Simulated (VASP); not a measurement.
Crystal: Ge5As.

```
Ge As
1.0
     3.22386    1.86130    3.87128
    -3.22386    1.86130    3.87128
     0.00000   -3.72259    3.87128
Ge As
5 1
Direct
  0.18108 0.18108 0.18108
  0.81892 0.81892 0.81892
  0.00000 0.00000 0.50000
  0.50000 0.00000 0.00000
  0.00000 0.50000 0.00000
  0.00000 0.00000 0.00000
```

- Program: VASP 6.6.1
- Task: relaxation of cell and atoms
- Functional: PBE
- Potentials or basis: VASP PAW PBE potentials, release 64 (Ge_d, As)
- Cutoff: 600 eV
- k mesh: 3 × 3 × 3
- Occupations: gaussian, width 0.1 eV
- Spin: no spin polarisation

At the start: pressure 80.1 GPa; volume 23.23 Å³/atom.

Question: How do energy, volume and symmetry change on relaxing?

Answer: Over 39 steps the energy falls by 3950.0 meV/atom and the volume is 24.72 Å³/atom (+6.4 %); space group R-3m (No. 166, to 0.05 Å).

The path:
```tsv
step	energy change (eV)	largest force (eV/Å)	pressure (GPa)	volume (Å³)
1	0.0000	11.5562	80.11	139.38
2	-10.0255	1.4753	-12.30	516.25
3	-20.4236	0.0844	-2.14	286.90
4	-20.4888	0.2440	-1.73	280.28
5	-20.5433	0.6352	-0.56	266.02
6	-20.5427	0.5419	-0.86	269.09
7	-20.7040	0.5999	-0.86	262.78
8	-21.0344	1.2289	-0.34	243.14
9	-21.0353	1.7872	0.20	234.53
10	-21.1145	1.7526	0.09	231.61
11	-21.3359	1.6820	-0.22	222.85
12	-21.7157	1.6468	-0.54	205.33
13	-22.2614	2.8346	0.48	170.28
14	120.2510	675.0879	397.13	100.18
15	-11.3830	23.8675	29.06	169.00
16	-9.9328	27.1391	42.23	134.59
17	-6.2930	27.2847	63.52	117.39
18	-0.1036	12.1364	90.04	108.78
19	-4.9146	26.4566	69.33	115.04
20	-3.5130	22.9151	74.41	112.65
21	-6.1893	17.8090	66.60	114.67
22	-12.1413	5.5422	45.83	120.78
23	-17.7312	8.4357	22.37	133.23
24	-16.9725	25.9731	10.62	159.09
25	-20.6653	10.9574	1.66	168.89
26	-21.9934	4.9629	-3.40	177.42
27	-22.1845	1.2025	-7.26	194.52
28	-22.3294	1.8039	-6.75	188.76
29	-22.3388	2.5638	-5.80	184.49
30	-22.3480	2.3017	-6.00	185.74
31	-22.5200	2.2614	-5.77	182.05
32	-22.9693	2.0843	-4.49	171.25
33	-23.4609	1.4643	-0.03	150.97
34	-23.4722	1.2456	1.45	146.54
35	-23.6070	0.5949	1.12	146.28
36	-23.6887	0.2429	0.95	145.68
37	-23.6889	0.2137	1.01	145.71
38	-23.6973	0.1187	0.46	147.06
39	-23.7000	0.0316	0.04	148.35
```

Final structure:
```xyz
6
Lattice="4.0211 2.3216 2.6484 -4.0211 2.3216 2.6484 0.0000 -4.6432 2.6484" Properties=species:S:1:pos:R:3 pbc="T T T"
Ge    0.0000    0.0000    2.6960
Ge    0.0000    0.0000    5.2493
Ge    0.0000   -2.3216    1.3242
Ge    2.0106    1.1608    1.3242
Ge   -2.0106    1.1608    1.3242
As    0.0000    0.0000    0.0000
```

Caveat: the k points lie up to 0.40 Å⁻¹ apart in the final cell.
